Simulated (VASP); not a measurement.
Input of a VASP 6.6.1 run:

INCAR

```
ALGO = Normal
EDIFF = 1E-7
ENCUT = 520
GGA = PS
ISIF = 2
ISMEAR = -1
LASPH = True
LCHARG = False
LREAL = False
LWAVE = False
NBANDS = 16
NELM = 100
PREC = Accurate
SIGMA = 0.03
```

The input KPOINTS:

```
k-points
0
Gamma
  7 7 7
```

Contents of POSCAR:

```
CdS
1.0
    0.0000000000      2.9165000000      2.9165000000
    2.9165000000      0.0000000000      2.9165000000
    2.9165000000      2.9165000000      0.0000000000
Cd S
1 1
Direct
   -0.0450000000      0.0150000000      0.0150000000
    0.2950000000      0.2350000000      0.2350000000
```

Potentials or basis: VASP PAW PBE potentials, release 64 (Cd, S).

Run with:

```sh
$ cat potpaw_PBE.64/Cd/POTCAR potpaw_PBE.64/S/POTCAR > POTCAR
$ mpirun -np 1 vasp_std > vasp.out
```

(1) What does it give for the band gap on the k mesh?

(2) Estimate the pressure.

(3) Predict the largest force.

## Answers

(1) 1.04 eV, direct.

(2) 3.5 GPa.

(3) 3.053 eV/Å.

Caveat: the cell differs from its parent crystal (shortest bond scaled by 0.88); the PAW data sets were made with another functional, which shifts forces and pressure a little.
